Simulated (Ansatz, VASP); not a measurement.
Pt in VASP and in Ansatz

Contents of INCAR:

```
PREC = Accurate
ENCUT = 520
EDIFF = 1E-7
ISMEAR = 0
SIGMA = 0.15
LREAL = F
LASPH = T
NELM = 80
ALGO = Fast
ISIF = 2
LWAVE = F
LCHARG = F
GGA = PE
NBANDS = 11
```

The input KPOINTS:

```
regular mesh
0
Gamma
  20 20 20
```

POSCAR

```
Pt
1.0
   -0.2977447067      1.8956412995      1.8956412995
    1.8956412995     -0.2977447067      1.8956412995
    1.8956412995      1.8956412995     -0.2977447067
Pt
1
Direct
    0.0000000000      0.0000000000      0.0000000000
```

Input for Ansatz:

```yaml
crystal:
  lattice:
    - [-0.2977447067, 1.8956412995, 1.8956412995]
    - [1.8956412995, -0.2977447067, 1.8956412995]
    - [1.8956412995, 1.8956412995, -0.2977447067]
  atoms:
    - { symbol: Pt, position: [0.0, 0.0, 0.0] }
basis:
  ecutwfc: 420
kpoints:
  mp_grid: { grid: [20, 20, 20] }
hamiltonian:
  xc: pbe
  pseudopotentials: { kind: paw, azcp: { folder: soft_1 } }
scf:
  occupations: { method: gaussian, width: 0.15 }
output:
  forces: true
  stress: true
  eigenvalues: true
```

Change from the starting cell: equal engineering shear yz, xz and xy -0.1500, equal normal strain along x, y and z +0.0300.

Alike in both runs: task single point; functional PBE; k mesh 20 × 20 × 20; occupations gaussian, width 0.15 eV; no spin polarisation.

|  | VASP | Ansatz |
| --- | --- | --- |
| version | VASP 6.6.1 | Ansatz 0.2.0 |
| potentials or method | VASP PAW PBE potentials, release 64 (Pt), cutoff 520 eV | scalar-relativistic, plane waves, PAW |
| valence electrons in the cell | 10 | 18 |

Ansatz gave:

- gap on the k mesh at the Fermi level (eV): none
- pressure (GPa): -5.1
- traceless stress, the component that is largest in VASP (GPa): 6.43

Estimate VASP's values.

gap on the k mesh at the Fermi level (eV): none; pressure (GPa): -5.5; traceless stress, the component that is largest in VASP (GPa): 6.37.

A gap of «none» marks a metal or a gap that the smearing closes. The functional is the same, so the differences come from potentials, cutoffs and numerics. VASP's potentials hold 10 valence electrons a cell and Ansatz's 18, so a difference there can come from the potentials and not from the codes.

Neither program's run includes spin-orbit coupling.
